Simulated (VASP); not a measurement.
# Zr (I4_1/amd) in VASP: a series of runs

Zr is run at these levels: PBE; tasks: single point.

All numbers are computed with VASP 6.6.1; they aren't measurements. Logs are shortened: lines on timing, memory, paths and dates and some standing lists are left out, and cuts for length are marked.

## Step 1: The cell of the first run

The structure is tetragonal, space group I4_1/amd (No. 141). Conventional cell: a = 4.165 Å, b = 4.165 Å, c = 2.310 Å, α = 90.00°, β = 90.00°, γ = 90.00°. Zr (site symmetry -4m2) has 10 Zr at 2.16 to 2.71 Å within 2.9 Å.

## Step 2: Single point, PBE

Input file INCAR:

```
SYSTEM = Zr
PREC = Accurate
ENCUT = 520
EDIFF = 1E-7
ISMEAR = -1
SIGMA = 0.1
LREAL = .False.
LASPH = .True.
NELM = 100
ALGO = Normal
ISIF = 2
LWAVE = .False.
LCHARG = .True.
GGA = PE
LELF = .True.
LVHAR = .True.
NBANDS = 19
```

Input file KPOINTS:

```
Automatic mesh
0
Gamma
  19 19 19
  0 0 0
```

Input file POSCAR:

```
Zr
1.0
   -2.0823271845      2.0823271845      1.1549312539
    2.0823271845     -2.0823271845      1.1549312539
    2.0823271845      2.0823271845     -1.1549312539
Zr
2
Direct
   -0.3750000000     -0.1250000000     -0.2500000000
    0.3750000000      0.1250000000      0.2500000000
```

Potentials or basis: VASP PAW PBE potentials, release 64 (Zr_sv).

Run with:

```
cat potpaw_PBE.64/Zr_sv/POTCAR > POTCAR
mpirun -np 1 vasp_std > vasp.out
```

OUTCAR:

```text
SYSTEM = Zr
   PREC = Accurate
   ENCUT = 520
   EDIFF = 1E-7
   ISMEAR = -1
   LREAL = .False.
   LASPH = .True.
   NELM = 100
   ISIF = 2
   GGA = PE

 ion  position               nearest neighbor table
   1  0.625  0.875  0.750-   2 2.16   2 2.16   2 2.16   2 2.16   2 2.71   2 2.71   2 2.71   2 2.71
                             2 3.56   2 3.56
   2  0.375  0.125  0.250-   1 2.16   1 2.16   1 2.16   1 2.16   1 2.71   1 2.71   1 2.71   1 2.71
                             1 3.56   1 3.56

  LATTYP: Found a body centered tetragonal cell.
 ALAT       =     4.1646543690
 C/A-ratio  =     0.5546348636

  Lattice vectors:

 A1 = (  -2.0823271845,   2.0823271845,   1.1549312539)
 A2 = (   2.0823271845,  -2.0823271845,   1.1549312539)
 A3 = (   2.0823271845,   2.0823271845,  -1.1549312539)

Analysis of symmetry for initial positions (statically):
=====================================================================
 Subroutine PRICEL returns:
 Original cell was already a primitive cell.

 Routine SETGRP: Setting up the symmetry group for a
 body centered tetragonal supercell.

 Subroutine GETGRP returns: Found 16 space group operations
 (whereof  4 operations were pure point group operations)
 out of a pool of 16 trial point group operations.

The static configuration has the point symmetry C_2h.
 The point group associated with its full space group is D_4h.

Analysis of symmetry for dynamics (positions and initial velocities):
=====================================================================
 Subroutine PRICEL returns:
 Original cell was already a primitive cell.

 Routine SETGRP: Setting up the symmetry group for a
 body centered tetragonal supercell.

 Subroutine GETGRP returns: Found 16 space group operations
 (whereof  4 operations were pure point group operations)
 out of a pool of 16 trial point group operations.

The dynamic configuration has the point symmetry C_2h.
 The point group associated with its full space group is D_4h.

 Subroutine INISYM returns: Found 16 space group operations
 (whereof  4 operations are pure point group operations),
 and found     1 'primitive' translations

----------------------------------------------------------------------------------------

                                     Primitive cell

  volume of cell :      20.0315

  direct lattice vectors                    reciprocal lattice vectors
    -2.082327184  2.082327184  1.154931254     0.000000000  0.240115964  0.432926201
     2.082327184 -2.082327184  1.154931254     0.240115964  0.000000000  0.432926201
     2.082327184  2.082327184 -1.154931254     0.240115964  0.240115964  0.000000000

  length of vectors
     3.163232399  3.163232399  3.163232399     0.495056332  0.495056332  0.339575253

  position of ions in fractional coordinates (direct lattice)
     0.625000000  0.875000000  0.750000000
     0.375000000  0.125000000  0.250000000

  ion indices of the primitive-cell ions
   primitive index   ion index
                 1           1
                 2           2

----------------------------------------------------------------------------------------

 KPOINTS: Automatic mesh

Automatic generation of k-mesh.
 Grid dimensions read from file:
 generate k-points for:   19   19   19

 Generating k-lattice:

  Cartesian coordinates                     Fractional coordinates (reciprocal lattice)
     0.000000000  0.012637682  0.022785590     0.052631579 -0.000000000  0.000000000
     0.012637682  0.000000000  0.022785590    -0.000000000  0.052631579  0.000000000
     0.012637682  0.012637682  0.000000000     0.000000000  0.000000000  0.052631579

  Length of vectors
     0.026055596  0.026055596  0.017872382

  Shift w.r.t. Gamma in fractional coordinates (k-lattice)
     0.000000000  0.000000000  0.000000000

 Subroutine IBZKPT returns following result:
 ===========================================

 Found    550 irreducible k-points:

 Following reciprocal coordinates:
            Coordinates               Weight
  0.000000  0.000000  0.000000      1.000000
  0.052632  0.000000  0.000000      8.000000
  0.105263  0.000000  0.000000      8.000000
  0.157895  0.000000  0.000000      8.000000
  0.210526  0.000000 -0.000000      8.000000
  0.263158  0.000000  0.000000      8.000000
[... 16 lines left out ...]
 -0.315789  0.052632  0.000000     16.000000
 -0.263158  0.052632  0.000000     16.000000
 [... further k-points ...]
   k-points           NKPTS =    550   k-points in BZ     NKDIM =    550   number of bands    NBANDS=     19
   number of dos      NEDOS =    301   number of ions     NIONS =      2
   total plane-waves  NPLWV =  13824
   dimension x,y,z NGX =    24 NGY =   24 NGZ =   24
   dimension x,y,z NGXF=    48 NGYF=   48 NGZF=   48
   ions per type =               2
   NGX,Y,Z   is equivalent  to a cutoff of  12.61, 12.61, 12.61 a.u.
   NGXF,Y,Z  is equivalent  to a cutoff of  25.23, 25.23, 25.23 a.u.
 SYSTEM =  Zr
   PREC   = accura    normal or accurate (medium, high low for compatibility)
   ISTART =      0    job   : 0-new  1-cont  2-samecut
   ICHARG =      2    charge: 1-file 2-atom 10-const
   ISPIN  =      1    spin polarized calculation?
   LNONCOLLINEAR =      F non collinear calculations
   LSORBIT =      F    spin-orbit coupling
   LASPH  =      T    aspherical Exc in radial PAW
   ENCUT  =  520.0 eV  38.22 Ry    6.18 a.u.   5.88  5.88  5.88*2*pi/ulx,y,z
   NELM   =    100;   NELMIN=  2; NELMDL= -5     # of ELM steps
   EDIFF  = 0.1E-06   stopping-criterion for ELM
   LREAL  =      F    real-space projection
   EDIFFG = 0.1E-05   stopping-criterion for IOM
   NSW    =      0    number of steps for IOM
   IBRION =     -1    ionic relax: 0-MD 1-quasi-New 2-CG
   NFREE  =      0    steps in history (QN), initial steepest desc. (CG)
   ISIF   =      2    stress and relaxation
   ISYM   =      2    0-nonsym 1-usesym 2-fastsym
   POTIM  = 0.5000    time-step for ionic-motion
   TEBEG  =    0.0;   TEEND  =   0.0 temperature during run
   PSTRESS=    0.0 pullay stress
   NELECT =      24.0000    total number of electrons
   NUPDOWN=      -1.0000    fix difference up-down
   EMIN   =  10.00;   EMAX   =-10.00  energy-range for DOS
   EFERMI =   0.00;   METHOD = LEGACY
   ISMEAR =    -1;   SIGMA  =   0.10  broadening in eV -4-tet -1-fermi 0-gaus
   EFERMI_NEDOS =   21; number of points for ismear=-14 and -15
   IALGO  =     38    algorithm
   IMIX   =      4    mixing-type and parameters
     AMIX     =   0.40;   BMIX     =  1.00
     AMIX_MAG =   1.60;   BMIX_MAG =  1.00
  volume/ion in A,a.u.               =      10.02        67.59
  Fermi-wavevector in a.u.,A,eV,Ry     =   1.738764  3.285787 41.134481  3.023299
  Thomas-Fermi vector in A             =   2.811734
   LORBIT       =      0    0 simple, 1 ext, 2 COOP (PROOUT), +10 PAW based schemes
   GGA     = PE    functional components
   LHFCALC =     F    Hartree Fock is set to
   AEXX    =    0.0000 exact exchange contribution
   IVDW    =     0    specifies the selected vdW correction
   LEPSILON=     F    determine dielectric tensor
   LRPA    =     F    only Hartree local field effects (RPA)
 non-spin polarized calculation
  energy-cutoff  :      520.00
  volume of cell :       20.03
 maximum number of plane-waves:       552
   NGX = 11   NGY = 11   NGZ = 11

 number of electron      24.0000000 magnetization

 Free energy of the ion-electron system (eV)
  ---------------------------------------------------
  ext. energy  EPLUGINS =         0.00000000
  ---------------------------------------------------
  free energy    TOTEN  =        -1.67265455 eV

  energy without entropy =       -1.63162111  energy(sigma->0) =       -1.65213783

 E-fermi :  22.1601     XC(G=0): -15.5577

 val. band max:       22.1552295840   @ k =  -0.4211   0.3158  -0.0000
 cond. band min:      22.1727031868   @ k =  -0.3158  -0.4211   0.3158
 fundamental gap:      0.0174736028
 Fermi energy:        22.1600637700

 k-point     1 :       0.0000    0.0000    0.0000
  band No.  band energies     occupation
      1     -29.3950      2.00000
      2     -24.5351      2.00000
      3      -8.5766      2.00000
      4      -8.5766      2.00000
      5      -1.5990      2.00000
      6      -1.4807      2.00000
[... 11 lines left out ...]
     18      36.1442      0.00000
     19      39.3134      0.00000

 k-point     2 :       0.0526    0.0000    0.0000
  band No.  band energies     occupation
      1     -29.3421      2.00000
      2     -24.5353      2.00000
      3      -8.5651      2.00000
      4      -8.4967      2.00000
      5      -1.8606      2.00000
      6      -1.7181      2.00000
[... 11 lines left out ...]
     18      35.9664      0.00000
     19      37.9435      0.00000

 k-point     3 :       0.1053    0.0000    0.0000
  band No.  band energies     occupation
      1     -29.1859      2.00000
      2     -24.5365      2.00000
      3      -8.5307      2.00000
      4      -8.2659      2.00000
      5      -2.5449      2.00000
      6      -2.3474      2.00000
[... 11 lines left out ...]
     18      35.4627      0.00000
     19      36.5527      0.00000

 k-point     4 :       0.1579    0.0000    0.0000
  band No.  band energies     occupation
      1     -28.9337      2.00000
      2     -24.5401      2.00000
      3      -8.4743      2.00000
      4      -7.9145      2.00000
      5      -3.5379      2.00000
      6      -3.1757      2.00000
[... 407 lines left out ...]
     18      31.1519      0.00000
     19      35.4744      0.00000

 k-point    23 :      -0.3158    0.0526    0.0000
  band No.  band energies     occupation
      1     -28.0670      2.00000
      2     -24.7503      2.00000
      3      -8.3851      2.00000
      4      -6.9693      2.00000
      5      -5.9622      2.00000
      6      -4.5462      2.00000
[... 11 lines left out ...]
     18      32.0972      0.00000
     19      36.0959      0.00000

 k-point    24 :      -0.2632    0.0526    0.0000
  band No.  band energies     occupation
      1     -28.4791      2.00000
      2     -24.7197      2.00000
      3      -8.4647      2.00000
      4      -7.1761      2.00000
      5      -4.9108      2.00000
      6      -3.9493      2.00000
[... 11 lines left out ...]
     18      33.2697      0.00000
     19      36.3215      0.00000

 [... further k-points ...]

------------------------ aborting loop because EDIFF is reached ----------------------------------------

  FORCE on cell =-STRESS in cart. coord.  units (eV):
  Direction    XX          YY          ZZ          XY          YZ          ZX
  --------------------------------------------------------------------------------------
  -------------------------------------------------------------------------------------
  Total       44.4428118     44.4428118     44.2279908      0.0000000      0.0000000      0.0000000
  in kB     3554.6598345   3554.6598345   3537.4778555      0.0000000      0.0000000      0.0000000
  external PRESSURE =    3548.9325082 kB  Pullay stress =       0.0000000 kB

 VOLUME and BASIS-vectors are now :
 -----------------------------------------------------------------------------
  energy-cutoff  :      520.00
  volume of cell :       20.03
      direct lattice vectors                 reciprocal lattice vectors
    -2.082327184  2.082327184  1.154931254     0.000000000  0.240115964  0.432926201
     2.082327184 -2.082327184  1.154931254     0.240115964  0.000000000  0.432926201
     2.082327184  2.082327184 -1.154931254     0.240115964  0.240115964  0.000000000

 POSITION                                       TOTAL-FORCE (eV/Angst)
 -----------------------------------------------------------------------------------
      2.08233      1.04116      0.86620         0.000000      0.000000     -0.000000
      0.00000      1.04116      0.28873        -0.000000     -0.000000      0.000000
 -----------------------------------------------------------------------------------
    total drift:                               -0.000000      0.000000      0.000000

  FREE ENERGIE OF THE ION-ELECTRON SYSTEM (eV)
  ---------------------------------------------------
  free  energy   TOTEN  =        -1.6726545484 eV

  energy  without entropy=       -1.6316211075  energy(sigma->0) =       -1.65213783
```

Wall time 6.5 min (1 thread of AMD EPYC 7R13, shared host); peak memory 0.25 GiB.

Results:

| Property | Result |
| --- | --- |
| Free energy | -1.6727 eV |
| Pressure | 354.9 GPa |
| Band gap on the k mesh | zero (bands 12 and 13 overlap by 3.71 eV) |

Levels at points of the mesh, in eV from the Fermi level:
```tsv
k point	band 8	band 9	band 10	band 11	band 12	band 13	band 14	band 15	band 16	band 17
(0.00, 0.00, 0.00)	-23.25	-10.16	-4.56	-3.71	-2.97	-2.20	3.56	3.56	4.26	4.26
```

Caveat: the cell stands under pressure.

[end of part 1 of 2]
